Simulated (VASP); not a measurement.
# InGa2As3 (P3m1) in VASP: relaxation of cell and atoms with PBE

Aim: the relaxation of cell and atoms of InGa2As3 with PBE.

Program: VASP 6.6.1. These are calculated values, not measurements. Logs are shortened: lines on timing, memory, paths and dates and some standing lists are left out, and cuts for length are marked.

### Step 1. The cell of the first run

The structure is trigonal, space group P3m1 (No. 156). The conventional cell has a = 4.171 Å, b = 4.171 Å, c = 10.243 Å, α = 90.00°, β = 90.00°, γ = 120.00°. In (site symmetry 3m) has 4 As at 2.61 to 2.67 Å within 3.4 Å. Ga (site symmetry 3m) has 4 As at 2.49 to 2.53 Å within 3.3 Å. Within 3.3 Å of Ga (site symmetry 3m) lie 4 As at 2.48 to 2.53 Å. As (site symmetry 3m) has 4 Ga at 2.49 to 2.53 Å within 3.3 Å. Within 3.3 Å of As (site symmetry 3m) lie 1 Ga at 2.48 Å and 3 In at 2.61 Å. Within 3.3 Å of As (site symmetry 3m) lie 3 Ga at 2.53 Å and 1 In at 2.67 Å.

### Step 2. Relaxation of cell and atoms, PBE

Contents of INCAR:

```
PREC = Accurate
ENCUT = 600
EDIFF = 1E-7
ISMEAR = 0
SIGMA = 0.1
LREAL = F
LASPH = T
NELM = 80
ALGO = Normal
ISIF = 3
LWAVE = F
LCHARG = F
GGA = PE
IBRION = 2
NSW = 100
EDIFFG = -0.01
```

Contents of KPOINTS:

```
Automatic mesh
0
Gamma
  12 12 4
```

Contents of POSCAR:

```
InGa2As3
1.0
    4.1712492459      0.0000000000      0.0000000000
   -2.0856246229      3.6124078125      0.0000000000
    0.0000000000      0.0000000000     10.2434015256
In Ga As
1 2 3
Direct
    0.3333333333      0.6666666667      0.6682628834
    0.0000000000      0.0000000000      0.0065295042
    0.6666666667      0.3333333333      0.3269355494
    0.0000000000      0.0000000000      0.2498379553
    0.6666666667      0.3333333333      0.5691493001
    0.3333333333      0.6666666667      0.9292848076
```

Potentials or basis: VASP PAW PBE potentials, release 64 (In_d, Ga_d, As).

The run is started by

```sh
> cat potpaw_PBE.64/In_d/POTCAR potpaw_PBE.64/Ga_d/POTCAR potpaw_PBE.64/As/POTCAR > POTCAR
> mpirun -np 1 vasp_std > vasp.out
```

OUTCAR:

```text
PREC = Accurate
   ENCUT = 600
   EDIFF = 1E-7
   ISMEAR = 0
   LREAL = F
   LASPH = T
   NELM = 80
   ISIF = 3
   GGA = PE
   IBRION = 2
   NSW = 100
   EDIFFG = -0.01

 ion  position               nearest neighbor table
   1  0.333  0.667  0.668-   5 2.61   5 2.61   5 2.61   6 2.67
   2  0.000  0.000  0.007-   4 2.49   6 2.53   6 2.53   6 2.53
   3  0.667  0.333  0.327-   5 2.48   4 2.53   4 2.53   4 2.53
   4  0.000  0.000  0.250-   2 2.49   3 2.53   3 2.53   3 2.53
   5  0.667  0.333  0.569-   3 2.48   1 2.61   1 2.61   1 2.61
   6  0.333  0.667  0.929-   2 2.53   2 2.53   2 2.53   1 2.67

  LATTYP: Found a hexagonal cell.
 ALAT       =     4.1712492459
 C/A-ratio  =     2.4557155235

  Lattice vectors:

 A1 = (   4.1712492459,   0.0000000000,   0.0000000000)
 A2 = (  -2.0856246229,   3.6124078125,   0.0000000000)
 A3 = (   0.0000000000,   0.0000000000,  10.2434015256)

Analysis of symmetry for initial positions (statically):
=====================================================================
 Subroutine PRICEL returns:
 Original cell was already a primitive cell.

 Routine SETGRP: Setting up the symmetry group for a
 hexagonal supercell.

 Subroutine GETGRP returns: Found  6 space group operations
 (whereof  6 operations were pure point group operations)
 out of a pool of 24 trial point group operations.

The static configuration has the point symmetry C_3v.

Analysis of symmetry for dynamics (positions and initial velocities):
=====================================================================
 Subroutine PRICEL returns:
 Original cell was already a primitive cell.

 Routine SETGRP: Setting up the symmetry group for a
 hexagonal supercell.

 Subroutine GETGRP returns: Found  6 space group operations
 (whereof  6 operations were pure point group operations)
 out of a pool of 24 trial point group operations.

The dynamic configuration has the point symmetry C_3v.

 Subroutine INISYM returns: Found  6 space group operations
 (whereof  6 operations are pure point group operations),
 and found     1 'primitive' translations

----------------------------------------------------------------------------------------

                                     Primitive cell

  volume of cell :     154.3502

  direct lattice vectors                    reciprocal lattice vectors
     4.171249246  0.000000000  0.000000000     0.239736333  0.138411837  0.000000000
    -2.085624623  3.612407812  0.000000000     0.000000000  0.276823673  0.000000000
     0.000000000  0.000000000 10.243401526     0.000000000  0.000000000  0.097623821

  length of vectors
     4.171249246  4.171249246 10.243401526     0.276823673  0.276823673  0.097623821

  position of ions in fractional coordinates (direct lattice)
     0.333333333  0.666666667  0.668262883
     0.000000000  0.000000000  0.006529504
     0.666666667  0.333333333  0.326935549
     0.000000000  0.000000000  0.249837955
     0.666666667  0.333333333  0.569149300
     0.333333333  0.666666667  0.929284808

  ion indices of the primitive-cell ions
   primitive index   ion index
                 1           1
                 2           2
                 3           3
                 4           4
                 5           5
                 6           6

----------------------------------------------------------------------------------------

 KPOINTS: Automatic mesh

Automatic generation of k-mesh.
 Grid dimensions read from file:
 generate k-points for:   12   12    4

 Generating k-lattice:

  Cartesian coordinates                     Fractional coordinates (reciprocal lattice)
     0.019978028  0.011534320  0.000000000     0.083333333  0.000000000  0.000000000
     0.000000000  0.023068639  0.000000000     0.000000000  0.083333333  0.000000000
     0.000000000  0.000000000  0.024405955     0.000000000  0.000000000  0.250000000

  Length of vectors
     0.023068639  0.023068639  0.024405955

  Shift w.r.t. Gamma in fractional coordinates (k-lattice)
     0.000000000  0.000000000  0.000000000

 Subroutine IBZKPT returns following result:
 ===========================================

 Found     69 irreducible k-points:

 Following reciprocal coordinates:
            Coordinates               Weight
  0.000000  0.000000  0.000000      1.000000
  0.083333 -0.000000  0.000000      6.000000
  0.166667  0.000000  0.000000      6.000000
  0.250000  0.000000  0.000000      6.000000
  0.333333  0.000000  0.000000      6.000000
  0.416667  0.000000  0.000000      6.000000
[... 16 lines left out ...]
  0.166667  0.000000  0.250000      6.000000
  0.000000  0.166667  0.250000      6.000000
 [... further k-points ...]
   k-points           NKPTS =     69   k-points in BZ     NKDIM =     69   number of bands    NBANDS=     32
   number of dos      NEDOS =    301   number of ions     NIONS =      6
   total plane-waves  NPLWV = 108864
   dimension x,y,z NGX =    36 NGY =   36 NGZ =   84
   dimension x,y,z NGXF=    72 NGYF=   72 NGZF=  168
   ions per type =               1   2   3
   NGX,Y,Z   is equivalent  to a cutoff of  14.35, 14.35, 13.63 a.u.
   NGXF,Y,Z  is equivalent  to a cutoff of  28.70, 28.70, 27.27 a.u.
 SYSTEM =  unknown system
   PREC   = accura    normal or accurate (medium, high low for compatibility)
   ISTART =      0    job   : 0-new  1-cont  2-samecut
   ICHARG =      2    charge: 1-file 2-atom 10-const
   ISPIN  =      1    spin polarized calculation?
   LNONCOLLINEAR =      F non collinear calculations
   LSORBIT =      F    spin-orbit coupling
   LASPH  =      T    aspherical Exc in radial PAW
   ENCUT  =  600.0 eV  44.10 Ry    6.64 a.u.   8.33  8.33 20.46*2*pi/ulx,y,z
   NELM   =     80;   NELMIN=  2; NELMDL= -5     # of ELM steps
   EDIFF  = 0.1E-06   stopping-criterion for ELM
   LREAL  =      F    real-space projection
   EDIFFG = -.1E-01   stopping-criterion for IOM
   NSW    =    100    number of steps for IOM
   IBRION =      2    ionic relax: 0-MD 1-quasi-New 2-CG
   NFREE  =      1    steps in history (QN), initial steepest desc. (CG)
   ISIF   =      3    stress and relaxation
   ISYM   =      2    0-nonsym 1-usesym 2-fastsym
   POTIM  = 0.5000    time-step for ionic-motion
   TEBEG  =    0.0;   TEEND  =   0.0 temperature during run
   PSTRESS=    0.0 pullay stress
   NELECT =      54.0000    total number of electrons
   NUPDOWN=      -1.0000    fix difference up-down
   EMIN   =  10.00;   EMAX   =-10.00  energy-range for DOS
   EFERMI =   0.00;   METHOD = LEGACY
   ISMEAR =     0;   SIGMA  =   0.10  broadening in eV -4-tet -1-fermi 0-gaus
   EFERMI_NEDOS =   21; number of points for ismear=-14 and -15
   IALGO  =     38    algorithm
   IMIX   =      4    mixing-type and parameters
     AMIX     =   0.40;   BMIX     =  1.00
     AMIX_MAG =   1.60;   BMIX_MAG =  1.00
  volume/ion in A,a.u.               =      25.73       173.60
  Fermi-wavevector in a.u.,A,eV,Ry     =   1.153552  2.179897 18.105020  1.330681
  Thomas-Fermi vector in A             =   2.290195
   LORBIT       =      0    0 simple, 1 ext, 2 COOP (PROOUT), +10 PAW based schemes
   GGA     = PE    functional components
   LHFCALC =     F    Hartree Fock is set to
   AEXX    =    0.0000 exact exchange contribution
   IVDW    =     0    specifies the selected vdW correction
   LEPSILON=     F    determine dielectric tensor
   LRPA    =     F    only Hartree local field effects (RPA)
 conjugate gradient relaxation of ions
 non-spin polarized calculation
 Gauss-broadening in eV      SIGMA  =   0.10
  energy-cutoff  :      600.00
  volume of cell :      154.35
 maximum number of plane-waves:      5188
 NGX is ok and might be reduce to    36
   NGX = 17   NGY = 17   NGZ = 41

--------------------------------------- Ionic step        1  -------------------------------------------

 number of electron      53.9999989 magnetization

 Free energy of the ion-electron system (eV)
  ---------------------------------------------------
  ext. energy  EPLUGINS =         0.00000000
  ---------------------------------------------------
  free energy    TOTEN  =       -24.11896681 eV

  energy without entropy =      -24.11854955  energy(sigma->0) =      -24.11875818

------------------------ aborting loop because EDIFF is reached ----------------------------------------

  FORCE on cell =-STRESS in cart. coord.  units (eV):
  Direction    XX          YY          ZZ          XY          YZ          ZX
  --------------------------------------------------------------------------------------
  -------------------------------------------------------------------------------------
  Total       -0.0496559     -0.0496559      0.0407985     -0.0000000      0.0000000      0.0000000
  in kB       -0.5154350     -0.5154350      0.4234947     -0.0000000      0.0000000      0.0000000
  external PRESSURE =      -0.2024585 kB  Pullay stress =       0.0000000 kB
[... 145 lines left out ...]
  energy  without entropy=      -24.1186912277  energy(sigma->0) =      -24.11889949

--------------------------------------- Ionic step        5  -------------------------------------------

 number of electron      53.9999987 magnetization

 Free energy of the ion-electron system (eV)
  ---------------------------------------------------
  ext. energy  EPLUGINS =         0.00000000
  ---------------------------------------------------
  free energy    TOTEN  =       -24.11911297 eV

  energy without entropy =      -24.11869664  energy(sigma->0) =      -24.11890481

 E-fermi :   3.7727     XC(G=0):  -9.1526

 val. band max:        3.7284513669   @ k =   0.0000   0.0000   0.0000
 cond. band min:       4.1905115452   @ k =   0.0000   0.0000   0.2500
 fundamental gap:      0.4620601783
 Fermi energy:         3.7726822585

 k-point     1 :       0.0000    0.0000    0.0000
  band No.  band energies     occupation
      1     -11.1905      2.00000
      2     -11.1576      2.00000
      3     -11.1367      2.00000
      4     -11.1367      2.00000
      5     -11.1253      2.00000
      6     -11.1253      2.00000
[... 829 lines left out ...]
     31       6.7117      0.00000
     32       7.7528      0.00000

 [... further k-points ...]
[... 5 lines left out ...]
  --------------------------------------------------------------------------------------
  -------------------------------------------------------------------------------------
  Total       -0.0137683     -0.0137683     -0.0034561     -0.0000000      0.0000000      0.0000000
  in kB       -0.1429256     -0.1429256     -0.0358775     -0.0000000      0.0000000      0.0000000
  external PRESSURE =      -0.1072429 kB  Pullay stress =       0.0000000 kB
[... 21 lines left out ...]
  FREE ENERGIE OF THE ION-ELECTRON SYSTEM (eV)
  ---------------------------------------------------
  free  energy   TOTEN  =       -24.1191129750 eV

  energy  without entropy=      -24.1186966359  energy(sigma->0) =      -24.11890481

 reached required accuracy - stopping structural energy minimisation
```

Wall time 43 min (1 thread of Intel Xeon 8259CL, shared host); peak memory 0.64 GiB.

What came out:

```
Free energy                  : -24.1191 eV
Energy gained by relaxing    : 0.0 meV/atom
Ionic steps                  : 5
Pressure after relaxing      : 0.0 GPa
Largest force after relaxing : 0.009 eV/Å
Band gap on the k mesh       : zero (filled and empty bands touch)
```

Forces in eV/Å, atoms in the order of the input:
```
In   0.000  0.000 -0.005
Ga   0.000  0.000 -0.009
Ga   0.000  0.000  0.005
As   0.000  0.000  0.004
As   0.000  0.000 -0.002
As   0.000  0.000  0.006
```

Step by step:
```csv
step,energy change (eV),largest force (eV/Å),pressure (GPa),volume (Å³)
1,0.0000,0.0290,-0.02,154.35
2,-0.0001,0.0221,0.01,154.28
3,-0.0001,0.0200,0.02,154.25
4,-0.0001,0.0114,0.00,154.30
5,-0.0001,0.0088,-0.01,154.34
```

Final structure:
```
In Ga As
1.0
     4.16993    0.00000    0.00000
    -2.08497    3.61127    0.00000
     0.00000    0.00000   10.24925
In Ga As
1 2 3
Direct
  0.33333 0.66667 0.66814
  0.00000 0.00000 0.00658
  0.66667 0.33333 0.32715
  0.00000 0.00000 0.24990
  0.66667 0.33333 0.56940
  0.33333 0.66667 0.92884
```

Caveat: semilocal functionals underestimate gaps, and a narrow one can read as zero; spin-orbit coupling is left out, which moves the levels of the heavy elements.

The gap in the log of VASP goes by the Fermi energy; the results here count the filled bands.